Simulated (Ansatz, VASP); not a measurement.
Zr3S2: VASP beside Ansatz

The input INCAR:

```
PREC = Accurate
ENCUT = 520
EDIFF = 1E-7
ISMEAR = -1
SIGMA = 0.05
LREAL = False
LASPH = True
NELM = 100
ALGO = Normal
ISIF = 2
LWAVE = False
LCHARG = True
GGA = PS
LELF = True
LVHAR = True
NBANDS = 32
```

Contents of KPOINTS:

```
regular mesh
0
Gamma
  5 5 5
```

Contents of POSCAR:

```
Zr3S2
1.0
    2.7864364538      1.6087498367      3.4877732718
   -2.7864364538      1.6087498367      3.4877732718
    0.0000000000     -3.2174996733      3.4877732718
Zr S
3 2
Direct
    0.8387270000      0.5000000000      0.1612730000
    0.5000000000      0.1612730000      0.8387270000
    0.1612730000      0.8387270000      0.5000000000
    0.6650230000      0.6650230000      0.6650230000
    0.3349770000      0.3349770000      0.3349770000
```

Contents of input.yaml:

```yaml
crystal:
  lattice:
    - [2.7864364538, 1.6087498367, 3.4877732718]
    - [-2.7864364538, 1.6087498367, 3.4877732718]
    - [0.0, -3.2174996733, 3.4877732718]
  atoms:
    - { symbol: Zr, position: [0.838727, 0.5, 0.161273] }
    - { symbol: Zr, position: [0.5, 0.161273, 0.838727] }
    - { symbol: Zr, position: [0.161273, 0.838727, 0.5] }
    - { symbol: S, position: [0.665023, 0.665023, 0.665023] }
    - { symbol: S, position: [0.334977, 0.334977, 0.334977] }
hamiltonian:
  xc: pbesol
  pseudopotentials: { kind: paw }
kpoints:
  mp_grid: { grid: [5, 5, 5] }
scf:
  occupations: { method: fermi_dirac, width: 0.05 }
output:
  forces: true
  stress: true
  eigenvalues: true
```

Alike in both runs: task single point; functional PBEsol; k mesh 5 × 5 × 5; occupations fermi-dirac, width 0.05 eV; no spin polarisation.

|  | VASP | Ansatz |
| --- | --- | --- |
| version | VASP 6.6.1 | Ansatz 0.2.0 |
| potentials or method | VASP PAW PBE potentials, release 64 (Zr_sv, S) | Ansatz PAW |
| plane-wave cutoff (eV) | 520 | 420 |
| valence electrons in the cell | 48 | 48 |

```tsv
	VASP	Ansatz	Ansatz less VASP
gap on the k mesh at the Fermi level (eV)	none	none	-
pressure (GPa)	5.5	5.3	-0.18
traceless stress, the component that is largest in VASP (GPa)	-3.01	-3.10	-0.087
rms of the force components (eV/Å)	0.054	0.050	-0.0034
```

VASP's potentials were made for PBE, not for PBEsol. Atom by atom the forces differ by 0.003 eV/Å (rms over components). A gap of «none» marks a metal or a gap that the smearing closes. The functional is the same, so the differences come from potentials, cutoffs and numerics.
